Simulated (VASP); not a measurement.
# CsSnI3 (Pm-3m) in VASP: a series of runs

The runs below take CsSnI3 through single point, with HSE06.

Program: VASP 6.6.1. These are calculated values, not measurements. Logs are shortened: lines on timing, memory, paths and dates and some standing lists are left out, and cuts for length are marked.

**1. The cell of the first run**

Symmetry: Pm-3m, No. 221, cubic system. Conventional cell: a = 5.992 Å, b = 5.992 Å, c = 5.992 Å, α = 90.00°, β = 90.00°, γ = 90.00°. Cs (site symmetry m-3m) has 12 I at 4.24 Å and 8 Sn at 5.19 Å within 5.6 Å. Within 3.9 Å of Sn (site symmetry m-3m) lie 6 I at 3.00 Å. Within 3.9 Å of I (site symmetry 4/mmm) lie 2 Sn at 3.00 Å.

**2. Single point, HSE06 (strain -4.0%)**

Contents of POSCAR:

```
CsSnI3
1.0
    5.9918310766      0.0000000000      0.0000000000
    0.0000000000      5.9918310766      0.0000000000
    0.0000000000      0.0000000000      5.9918310766
Cs Sn I
1 1 3
Direct
    0.0000000000      0.0000000000      0.0000000000
    0.5000000000      0.5000000000      0.5000000000
    0.5000000000      0.5000000000      0.0000000000
    0.5000000000      0.0000000000      0.5000000000
    0.0000000000      0.5000000000      0.5000000000
```

Contents of INCAR.step1:

```
  PREC = Accurate
  ENCUT = 520
  EDIFF = 1E-5
  ISMEAR = -1
  SIGMA = 0.02
  LREAL = False
  LASPH = True
  NELM = 60
  ALGO = Normal
  ISIF = 2
  LWAVE = True
  NBANDS = 30
  GGA = PE
```

Contents of INCAR.step2:

```
  PREC = Accurate
  ENCUT = 520
  EDIFF = 1E-7
  ISMEAR = -1
  SIGMA = 0.02
  LREAL = False
  LASPH = True
  NELM = 60
  ALGO = Normal
  ISIF = 2
  LWAVE = False
  LCHARG = True
  GGA = PE
  LHFCALC = True
  HFSCREEN = 0.2079
  PRECFOCK = Fast
  LELF = True
  LVHAR = True
  NBANDS = 30
  ISTART = 1
```

Contents of KPOINTS:

```
regular mesh
0
Gamma
  2 2 2
```

Potentials or basis: VASP PAW PBE potentials, release 64 (Cs_sv, Sn_d, I).

The run is started by

```
> cat potpaw_PBE.64/Cs_sv/POTCAR potpaw_PBE.64/Sn_d/POTCAR potpaw_PBE.64/I/POTCAR > POTCAR
> cp INCAR.step1 INCAR
> mpirun -np 1 vasp_std > vasp.out
> cp INCAR.step2 INCAR
> mpirun -np 1 vasp_std > vasp.out
```

OUTCAR:

```text
PREC = Accurate
   ENCUT = 520
   EDIFF = 1E-7
   ISMEAR = -1
   LREAL = False
   LASPH = True
   NELM = 60
   ISIF = 2
   GGA = PE
   LHFCALC = True
   HFSCREEN = 0.2079
   PRECFOCK = Fast
   ISTART = 1

 ion  position               nearest neighbor table
   1  0.000  0.000  0.000-
   2  0.500  0.500  0.500-   3 3.00   4 3.00   5 3.00   3 3.00   4 3.00   5 3.00
   3  0.500  0.500  0.000-   2 3.00   2 3.00
   4  0.500  0.000  0.500-   2 3.00   2 3.00
   5  0.000  0.500  0.500-   2 3.00   2 3.00

  LATTYP: Found a simple cubic cell.
 ALAT       =     5.9918310766

  Lattice vectors:

 A1 = (   5.9918310766,   0.0000000000,   0.0000000000)
 A2 = (   0.0000000000,   5.9918310766,   0.0000000000)
 A3 = (   0.0000000000,   0.0000000000,   5.9918310766)

Analysis of symmetry for initial positions (statically):
=====================================================================
 Subroutine PRICEL returns:
 Original cell was already a primitive cell.

 Routine SETGRP: Setting up the symmetry group for a
 simple cubic supercell.

 Subroutine GETGRP returns: Found 48 space group operations
 (whereof 48 operations were pure point group operations)
 out of a pool of 48 trial point group operations.

The static configuration has the point symmetry O_h .

Analysis of symmetry for dynamics (positions and initial velocities):
=====================================================================
 Subroutine PRICEL returns:
 Original cell was already a primitive cell.

 Routine SETGRP: Setting up the symmetry group for a
 simple cubic supercell.

 Subroutine GETGRP returns: Found 48 space group operations
 (whereof 48 operations were pure point group operations)
 out of a pool of 48 trial point group operations.

The dynamic configuration has the point symmetry O_h .

 Subroutine INISYM returns: Found 48 space group operations
 (whereof 48 operations are pure point group operations),
 and found     1 'primitive' translations

----------------------------------------------------------------------------------------

                                     Primitive cell

[... 77 lines left out ...]
   EDIFFG = 0.1E-05   stopping-criterion for IOM
   NSW    =      0    number of steps for IOM
   IBRION =     -1    ionic relax: 0-MD 1-quasi-New 2-CG
   NFREE  =      0    steps in history (QN), initial steepest desc. (CG)
   ISIF   =      2    stress and relaxation
   ISYM   =      3    0-nonsym 1-usesym 2-fastsym
   POTIM  = 0.5000    time-step for ionic-motion
   TEBEG  =    0.0;   TEEND  =   0.0 temperature during run
   PSTRESS=    0.0 pullay stress
   NELECT =      44.0000    total number of electrons
   NUPDOWN=      -1.0000    fix difference up-down
   EMIN   =  10.00;   EMAX   =-10.00  energy-range for DOS
   EFERMI =   0.00;   METHOD = LEGACY
   ISMEAR =    -1;   SIGMA  =   0.02  broadening in eV -4-tet -1-fermi 0-gaus
   EFERMI_NEDOS =   21; number of points for ismear=-14 and -15
   IALGO  =     38    algorithm
   IMIX   =      1    mixing-type and parameters
     AMIX     =   0.40;   BMIX     =  1.00
     AMIX_MAG =   1.60;   BMIX_MAG =  1.00
  volume/ion in A,a.u.               =      43.02       290.34
  Fermi-wavevector in a.u.,A,eV,Ry     =   0.964568  1.822769 12.658743  0.930391
  Thomas-Fermi vector in A             =   2.094210
   LORBIT       =      0    0 simple, 1 ext, 2 COOP (PROOUT), +10 PAW based schemes
   GGA     = PE    functional components
   LHFCALC =     T    Hartree Fock is set to
   PRECFOCK=fast      Normal, Fast or Accurate (Low or Medium for compatibility)
   ENCUT4O =  -1.0   cutoff for four orbital integrals eV
   NKREDX  =     1    reduce k-point grid by
   NKREDY  =     1    reduce k-point grid by
   NKREDZ  =     1    reduce k-point grid by
   AEXX    =    0.2500 exact exchange contribution
   HFSCREEN=    0.2079 screening length (either q_TF or 0.3 A-1)
   HFSCREENC=   0.2079 screening length for correlation (either q_TF or 0.3 A-1)
   ENCUTFOCK=  -1.0 apply spherical cutoff to Coloumb kernel
   IVDW    =     0    specifies the selected vdW correction
   LEPSILON=     F    determine dielectric tensor
   LRPA    =     F    only Hartree local field effects (RPA)
 non-spin polarized calculation
  energy-cutoff  :      520.00
  volume of cell :      215.12
 maximum number of plane-waves:      5832
 NGX is ok and might be reduce to    48
  NGX = 24; NGY = 24; NGZ = 24

 number of electron      43.9999999 magnetization

 Free energy of the ion-electron system (eV)
  ---------------------------------------------------
  ext. energy  EPLUGINS =         0.00000000
  ---------------------------------------------------
  free energy    TOTEN  =       -15.29744271 eV

  energy without entropy =      -15.29708734  energy(sigma->0) =      -15.29726503

 E-fermi :   4.0976     XC(G=0):  -6.6709

 val. band max:        3.9926286942   @ k =   0.5000   0.5000   0.5000
 cond. band min:       4.2246364590   @ k =   0.5000   0.5000   0.5000
 fundamental gap:      0.2320077648
 Fermi energy:         4.0976119636

 k-point     1 :       0.0000    0.0000    0.0000
  band No.  band energies     occupation
      1     -21.0352      2.00000
      2     -21.0352      2.00000
      3     -20.9892      2.00000
      4     -20.9892      2.00000
      5     -20.9892      2.00000
      6     -20.6317      2.00000
[... 121 lines left out ...]
     29       8.0516      0.00000
     30       9.4507      0.00000

------------------------ aborting loop because EDIFF is reached ----------------------------------------

  FORCE on cell =-STRESS in cart. coord.  units (eV):
  Direction    XX          YY          ZZ          XY          YZ          ZX
  --------------------------------------------------------------------------------------
  -------------------------------------------------------------------------------------
  Total        6.3153470      6.3153470      6.3153470      0.0000000     -0.0000000      0.0000000
  in kB       47.0358633     47.0358633     47.0358633      0.0000000     -0.0000000      0.0000000
  external PRESSURE =      47.0358633 kB  Pullay stress =       0.0000000 kB

 VOLUME and BASIS-vectors are now :
 -----------------------------------------------------------------------------
  energy-cutoff  :      520.00
  volume of cell :      215.12
      direct lattice vectors                 reciprocal lattice vectors
     5.991831077  0.000000000  0.000000000     0.166893891  0.000000000  0.000000000
     0.000000000  5.991831077  0.000000000     0.000000000  0.166893891  0.000000000
     0.000000000  0.000000000  5.991831077     0.000000000  0.000000000  0.166893891

 POSITION                                       TOTAL-FORCE (eV/Angst)
 -----------------------------------------------------------------------------------
      0.00000      0.00000      0.00000         0.000000      0.000000      0.000000
      2.99592      2.99592      2.99592         0.000000      0.000000      0.000000
      2.99592      2.99592      0.00000         0.000000      0.000000      0.000000
      2.99592      0.00000      2.99592         0.000000      0.000000      0.000000
      0.00000      2.99592      2.99592         0.000000      0.000000      0.000000
 -----------------------------------------------------------------------------------
    total drift:                               -0.000006     -0.000006     -0.000003

  FREE ENERGIE OF THE ION-ELECTRON SYSTEM (eV)
  ---------------------------------------------------
  free  energy   TOTEN  =       -15.2974427087 eV

  energy  without entropy=      -15.2970873420  energy(sigma->0) =      -15.29726503
```

OSZICAR.step1:

```text
N       E                     dE             d eps       ncg     rms          rms(c)
DAV:   1     0.352370587282E+03    0.35237E+03   -0.18611E+04   240   0.137E+03
DAV:   2     0.305389461120E+02   -0.32183E+03   -0.30772E+03   286   0.283E+02
DAV:   3    -0.111666099382E+02   -0.41706E+02   -0.41356E+02   284   0.112E+02
DAV:   4    -0.127943451583E+02   -0.16277E+01   -0.16221E+01   270   0.264E+01
DAV:   5    -0.128551861705E+02   -0.60841E-01   -0.60812E-01   376   0.494E+00    0.544E+00
DAV:   6    -0.126316939773E+02    0.22349E+00   -0.32352E-01   308   0.313E+00    0.362E+00
DAV:   7    -0.126123996210E+02    0.19294E-01   -0.32990E-01   322   0.238E+00    0.989E-01
DAV:   8    -0.126122483239E+02    0.15130E-03   -0.46714E-02   270   0.138E+00    0.511E-01
DAV:   9    -0.126135336210E+02   -0.12853E-02   -0.45552E-03   314   0.545E-01    0.127E-01
DAV:  10    -0.126131963182E+02    0.33730E-03   -0.15801E-03   316   0.327E-01    0.443E-02
DAV:  11    -0.126132447327E+02   -0.48415E-04   -0.31857E-04   280   0.955E-02    0.266E-02
DAV:  12    -0.126132518851E+02   -0.71524E-05   -0.12522E-04   290   0.744E-02    0.518E-02
DAV:  13    -0.126132468384E+02    0.50467E-05   -0.24901E-05   232   0.324E-02
   1 F= -.12613247E+02 E0= -.12608473E+02  d E =-.954787E-02
```

It took 6 min on 1 thread of Oxide Virtual Turin-like, shared host; peak memory 0.4 GiB.

What came out:

| Item | Value |
| --- | --- |
| Free energy | -15.2974 eV |
| Pressure | 4.7 GPa |
| Band gap on the k mesh | 0.23 eV, direct |

Caveat: the k points lie up to 0.52 Å⁻¹ apart; the cell differs from its parent crystal (strain -4.0%); the PAW data sets were made with another functional, which shifts forces and pressure a little; spin-orbit coupling is left out, which moves the levels of the heavy elements.

**3. Single point, HSE06 (strain -3.0%)**

Changes to POSCAR since step 2:

```diff
@@ -2,5 +2,5 @@
 1.0
-    5.9918310766      0.0000000000      0.0000000000
-    0.0000000000      5.9918310766      0.0000000000
-    0.0000000000      0.0000000000      5.9918310766
+    6.0542459837      0.0000000000      0.0000000000
+    0.0000000000      6.0542459837      0.0000000000
+    0.0000000000      0.0000000000      6.0542459837
 Cs Sn I
```

Contents of INCAR.step1:

```
SYSTEM = CsSnI3
ALGO = Normal
EDIFF = 1E-5
ENCUT = 520
GGA = PE
ISIF = 2
ISMEAR = -1
LASPH = .True.
LCHARG = .False.
LREAL = .False.
LWAVE = .True.
NBANDS = 30
NELM = 60
PREC = Accurate
SIGMA = 0.02
```

Contents of INCAR.step2:

```
SYSTEM = CsSnI3
ALGO = Normal
EDIFF = 1E-7
ENCUT = 520
GGA = PE
HFSCREEN = 0.2079
ISIF = 2
ISMEAR = -1
ISTART = 1
LASPH = .True.
LCHARG = .False.
LHFCALC = .True.
LREAL = .False.
LWAVE = .False.
NBANDS = 30
NELM = 60
PREC = Accurate
PRECFOCK = Fast
SIGMA = 0.02
```

Contents of KPOINTS:

```
k-points
0
Gamma
  2 2 2
  0 0 0
```

Potentials or basis: VASP PAW PBE potentials, release 64 (Cs_sv, Sn_d, I).

The run is started by

```
> cat potpaw_PBE.64/Cs_sv/POTCAR potpaw_PBE.64/Sn_d/POTCAR potpaw_PBE.64/I/POTCAR > POTCAR
> cp INCAR.step1 INCAR
> mpirun -np 1 vasp_std > vasp.out
> cp INCAR.step2 INCAR
> mpirun -np 1 vasp_std > vasp.out
```

OUTCAR:

```text
SYSTEM = CsSnI3
   EDIFF = 1E-7
   ENCUT = 520
   GGA = PE
   HFSCREEN = 0.2079
   ISIF = 2
   ISMEAR = -1
   ISTART = 1
   LASPH = .True.
   LHFCALC = .True.
   LREAL = .False.
   NELM = 60
   PREC = Accurate
   PRECFOCK = Fast

 ion  position               nearest neighbor table
   1  0.000  0.000  0.000-
   2  0.500  0.500  0.500-   3 3.03   4 3.03   5 3.03   3 3.03   4 3.03   5 3.03
   3  0.500  0.500  0.000-   2 3.03   2 3.03
   4  0.500  0.000  0.500-   2 3.03   2 3.03
[... 321 lines left out ...]
  --------------------------------------------------------------------------------------
  -------------------------------------------------------------------------------------
  Total        5.1309015      5.1309015      5.1309015      0.0000000      0.0000000     -0.0000000
  in kB       37.0445283     37.0445283     37.0445283      0.0000000      0.0000000     -0.0000000
  external PRESSURE =      37.0445283 kB  Pullay stress =       0.0000000 kB

 VOLUME and BASIS-vectors are now :
 -----------------------------------------------------------------------------
  energy-cutoff  :      520.00
  volume of cell :      221.91
      direct lattice vectors                 reciprocal lattice vectors
     6.054245984  0.000000000  0.000000000     0.165173335  0.000000000  0.000000000
     0.000000000  6.054245984  0.000000000     0.000000000  0.165173335  0.000000000
     0.000000000  0.000000000  6.054245984     0.000000000  0.000000000  0.165173335

 POSITION                                       TOTAL-FORCE (eV/Angst)
 -----------------------------------------------------------------------------------
      0.00000      0.00000      0.00000         0.000000      0.000000      0.000000
      3.02712      3.02712      3.02712         0.000000      0.000000      0.000000
      3.02712      3.02712      0.00000         0.000000      0.000000      0.000000
      3.02712      0.00000      3.02712         0.000000      0.000000      0.000000
      0.00000      3.02712      3.02712         0.000000      0.000000      0.000000
 -----------------------------------------------------------------------------------
    total drift:                                0.000001     -0.000003     -0.000001

  FREE ENERGIE OF THE ION-ELECTRON SYSTEM (eV)
  ---------------------------------------------------
  free  energy   TOTEN  =       -15.4757965926 eV

  energy  without entropy=      -15.4757881181  energy(sigma->0) =      -15.47579236
```

OUTCAR.step1:

```text
SYSTEM = CsSnI3
   EDIFF = 1E-5
   ENCUT = 520
   GGA = PE
   ISIF = 2
[... 342 lines left out ...]
      3.02712      3.02712      3.02712         0.000000      0.000000      0.000000
      3.02712      3.02712      0.00000         0.000000      0.000000      0.000000
      3.02712      0.00000      3.02712         0.000000      0.000000      0.000000
      0.00000      3.02712      3.02712         0.000000      0.000000      0.000000
 -----------------------------------------------------------------------------------
    total drift:                                0.000000     -0.000000     -0.000000

  FREE ENERGIE OF THE ION-ELECTRON SYSTEM (eV)
  ---------------------------------------------------
  free  energy   TOTEN  =       -12.7701195266 eV

  energy  without entropy=      -12.7603934144  energy(sigma->0) =      -12.76525647
```

Wall time 10 min (1 thread of Oxide Virtual Turin-like, shared host); peak memory 0.41 GiB.

Results:

```
Free energy            : -15.4758 eV
Pressure               : 3.7 GPa
Band gap on the k mesh : 0.40 eV, direct
```

Caveat: the k points lie up to 0.52 Å⁻¹ apart; the cell differs from its parent crystal (strain -3.0%); the PAW data sets were made with another functional, which shifts forces and pressure a little; spin-orbit coupling is left out, which moves the levels of the heavy elements. A k mesh can miss the band edges.
